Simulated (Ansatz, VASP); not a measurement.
## TiW3 in VASP and in Ansatz

```
Ti W
1.0
     2.67892    0.00000    0.00000
    -1.33946    2.32001    0.00000
     0.00000    0.00000   10.65951
Ti W
1 3
Direct
  0.66667 0.33333 0.50000
  0.33333 0.66667 0.75000
  0.33333 0.66667 0.25000
  0.66667 0.33333 0.00000
```

Alike in both runs: task single point; functional PBE; k mesh 6 × 6 × 2; occupations gaussian, width 0.1 eV; no spin polarisation.

|  | VASP | Ansatz |
| --- | --- | --- |
| version | VASP 6.6.1 | Ansatz 0.2.0 |
| potentials or method | VASP PAW PBE potentials, release 64 (Ti_sv, W_sv), cutoff 520 eV | scalar-relativistic, plane waves, PAW |
| valence electrons in the cell | 54 | 54 |

|  | VASP | Ansatz | Ansatz less VASP |
| --- | --- | --- | --- |
| gap on the k mesh at the Fermi level (eV) | none | none | - |
| pressure (GPa) | 6.3 | 5.9 | -0.41 |
| traceless stress, the component that is largest in VASP (GPa) | -26.64 | -26.18 | +0.455 |
| rms of the force components (eV/Å) | 0.236 | 0.240 | +0.0039 |

Atom by atom the forces differ by 0.004 eV/Å (rms over components). A gap of «none» marks a metal or a gap that the smearing closes. With one functional, cell and mesh, what is left measures potentials, basis and numerics.

The k mesh is coarse, so the values compare programs but aren't converged. Spin-orbit coupling is off throughout.
